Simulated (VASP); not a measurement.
Sr4O3:

```
Sr O
1.0
     5.69329   -0.09129   -0.12367
    -0.09129    5.68110   -0.02478
    -0.12367   -0.02478    5.58587
Sr O
4 3
Direct
  0.77280 0.76112 0.74654
  0.21560 0.21090 0.77086
  0.23790 0.75722 0.24128
  0.75411 0.28725 0.24133
  0.99610 0.02046 0.48377
  0.53082 0.96974 0.99017
  0.99267 0.49332 0.02604
```

- Program: VASP 6.6.1
- Task: relaxation of cell and atoms
- Functional: PBE
- Potentials or basis: VASP PAW PBE potentials, release 64 (Sr_sv, O)
- Cutoff: 600 eV
- k mesh: 2 × 2 × 2
- Occupations: gaussian, width 0.1 eV
- Spin: no spin polarisation

At the start: pressure 2.6 GPa; volume 25.79 Å³/atom.

Question: How do energy, volume and symmetry change on relaxing?

Answer: Over 14 steps the energy falls by 98.4 meV/atom and the volume is 26.81 Å³/atom (+3.9 %); space group P-43m (No. 215, to 0.05 Å).

The path:
```csv
step,energy change (eV),largest force (eV/Å),pressure (GPa),volume (Å³)
1,0.0000,2.2087,2.60,180.53
2,-0.4192,0.8518,-1.21,191.59
3,-0.4215,0.8407,-1.42,192.58
4,-0.5350,0.6068,-0.22,187.65
5,-0.5673,0.4710,1.07,183.25
6,-0.6335,0.3416,0.47,185.63
7,-0.6518,0.3452,0.01,187.73
8,-0.6738,0.1943,-0.18,188.34
9,-0.6821,0.1314,-0.36,189.00
10,-0.6861,0.0705,0.30,186.38
11,-0.6865,0.0760,0.15,186.97
12,-0.6882,0.0360,0.04,187.37
13,-0.6883,0.0334,0.01,187.48
14,-0.6887,0.0214,-0.03,187.65
```

Final structure:
```
CELL_PARAMETERS angstrom
5.72633 0.00136 0.00475
0.00088 5.72191 0.00210
0.00336 -0.00159 5.72696
ATOMIC_POSITIONS crystal
Sr 0.76056 0.76036 0.76036
Sr 0.23992 0.23899 0.76037
Sr 0.23965 0.76017 0.23998
Sr 0.75996 0.23978 0.23922
O 0.99960 0.00123 0.49987
O 0.50000 0.99923 0.99992
O 0.00032 0.50024 0.00027
```

Caveat: the k points lie up to 0.55 Å⁻¹ apart in the final cell.
